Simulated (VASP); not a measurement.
**CdTe: single point with PBE**

The system is CdTe.

```
CELL_PARAMETERS angstrom
0.00000 3.13957 3.13957
3.13957 0.00000 3.13957
3.13957 3.13957 0.00000
ATOMIC_POSITIONS crystal
Cd 0.00000 0.00000 0.00000
Te 0.25000 0.25000 0.25000
```

```yaml
Program: VASP 6.6.1
Task: single point
Functional: PBE
Potentials_or_basis: VASP PAW PBE potentials, release 64 (Cd, Te)
Cutoff: 500 eV
k_mesh: 6 × 6 × 6
Occupations: fermi-dirac, width 0.02 eV
Spin: no spin polarisation
Dipole_correction: no
Further_INCAR_settings: ALGO = Normal; EDIFF = 1e-06; NBANDS = 16
```

```json
{"Pressure": "8.3 GPa", "Band gap on the k mesh": "1.07 eV"}
```

Levels at points of the mesh, in eV from the valence-band top:
```csv
k point,band 5,band 6,band 7,band 8,band 9,band 10,band 11,band 12,band 13,band 14
"(0.00, 0.00, 0.00)",-8.33,-8.33,0.00,0.00,0.00,1.07,4.52,4.52,4.52,7.57
"(0.50, 0.00, 0.00)",-8.32,-7.90,-5.01,-0.93,-0.93,1.91,5.13,5.13,7.09,9.04
"(0.50, 0.50, 0.00)",-8.29,-7.72,-4.80,-2.22,-2.22,2.37,2.62,9.39,9.61,9.61
```

It took 14 s on 1 thread of Intel Xeon 8259CL (shared host), peak memory 0.18 GiB.

Caveat: the cell stands under pressure; spin-orbit coupling is left out, which moves the levels of the heavy elements. Expect the measured gap to be larger: semilocal functionals such as PBE lack the derivative discontinuity.
